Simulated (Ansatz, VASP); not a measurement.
## One calculation of Os, two programs

```
Os
1.0
     2.75128    0.00000    0.00000
    -1.37564    2.38268    0.00000
     0.00000    0.00000    4.35544
Os
2
Cartesian
  0.0000 1.5885 1.0889
  1.3756 0.7942 3.2666
```

Alike in both runs: task relaxation of cell and atoms; functional PBE; k mesh 18 × 18 × 10; occupations gaussian, width 0.1 eV; no spin polarisation.

|  | VASP | Ansatz |
| --- | --- | --- |
| version | VASP 6.6.1 | Ansatz 0.2.0 |
| potentials or method | VASP PAW PBE potentials, release 64 (Os), cutoff 600 eV | scalar-relativistic, plane waves, PAW |
| valence electrons in the cell | 16 | 32 |

```tsv
	VASP	Ansatz	Ansatz less VASP
gap on the k mesh at the Fermi level, each at its own relaxed structure (eV)	none	none	-
relaxed volume (Å³/atom)	14.27	14.28	+0.003
relaxed cell length with the largest relative difference (Å)	4.350	4.351	+0.0008
```

A gap of «none» marks a metal or a gap that the smearing closes. VASP's potentials hold 16 valence electrons a cell and Ansatz's 32, so a difference there can come from the potentials and not from the codes.

Neither program's run includes spin-orbit coupling.
